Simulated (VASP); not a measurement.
## Si (a cell with a defect): single point with PBE

The system is Si (a cell with a defect).

```
Si
1.0
     0.00000    5.43000    5.43000
     5.43000    0.00000    5.43000
     5.43000    5.43000    0.00000
Si
17
Direct
  0.07402 0.97519 0.97547
  0.12733 0.13199 0.13211
  0.98596 0.00748 0.50322
  0.12688 0.13229 0.60879
  0.98595 0.50305 0.00789
  0.12700 0.60851 0.13247
  0.98583 0.50348 0.50355
  0.09055 0.63642 0.63692
  0.50146 0.01839 0.01864
  0.69213 0.10266 0.10269
  0.50144 0.01873 0.46176
  0.61346 0.13810 0.62451
  0.50123 0.46159 0.01917
  0.61358 0.62418 0.13859
  0.46358 0.51205 0.51269
  0.61340 0.62417 0.62466
  0.49195 0.83580 0.83621
```

```
Program             : VASP 6.6.1
Task                : single point
Functional          : PBE
Potentials or basis : VASP PAW PBE potentials, release 64 (Si)
Cutoff              : 520 eV
k mesh              : 2 × 2 × 2
Occupations         : gaussian, width 0.02 eV
Spin                : no spin polarisation
```

- Pressure: 4.3 GPa
- Largest force: 0.053 eV/Å
- Band gap on the k mesh: zero (bands 34 and 35 overlap by 0.06 eV)

Forces on the atoms (eV/Å):
```
Si  -0.002  0.000  0.007
Si   0.013  0.001 -0.008
Si   0.006  0.012 -0.009
Si  -0.015 -0.007  0.012
Si  -0.004 -0.011  0.008
Si   0.001  0.005 -0.009
Si   0.007  0.009 -0.004
Si  -0.022  0.015  0.024
Si  -0.001  0.015  0.014
Si   0.008  0.001 -0.006
Si  -0.004 -0.009 -0.003
Si  -0.008  0.002 -0.018
Si  -0.011  0.011 -0.001
Si   0.001 -0.029 -0.006
Si  -0.020  0.013  0.019
Si   0.015 -0.001  0.007
Si   0.035 -0.028 -0.028
```

Stress tensor (GPa, compression positive):
```
 4.34  0.56  0.56
 0.56  4.29 -0.55
 0.56 -0.55  4.31
```

Levels at points of the mesh, in eV from the Fermi level:
```tsv
k point	band 32	band 33	band 34	band 35	band 36	band 37
(0.00, 0.00, 0.00)	-0.70	-0.70	-0.49	-0.05	-0.05	0.27
(0.50, 0.00, 0.00)	-1.30	-1.30	-0.25	0.38	0.38	1.21
(0.00, 0.50, 0.00)	-1.35	-0.86	-0.17	0.21	0.70	0.94
(0.00, 0.00, 0.50)	-1.34	-0.86	-0.17	0.21	0.70	0.94
(0.50, 0.50, 0.50)	-1.35	-0.85	-0.18	0.21	0.70	0.94
(0.50, 0.50, 0.00)	-1.70	-0.75	0.01	0.39	1.32	1.48
(0.00, 0.50, 0.50)	-1.70	-0.75	0.01	0.39	1.31	1.48
(0.50, 0.00, 0.50)	-1.70	-0.75	0.01	0.39	1.32	1.48
```

Wall time 5.3 min on 1 thread of Intel Xeon 8259CL, with other jobs on the host, peak memory 0.47 GiB.

Caveat: the k points lie up to 0.50 Å⁻¹ apart.
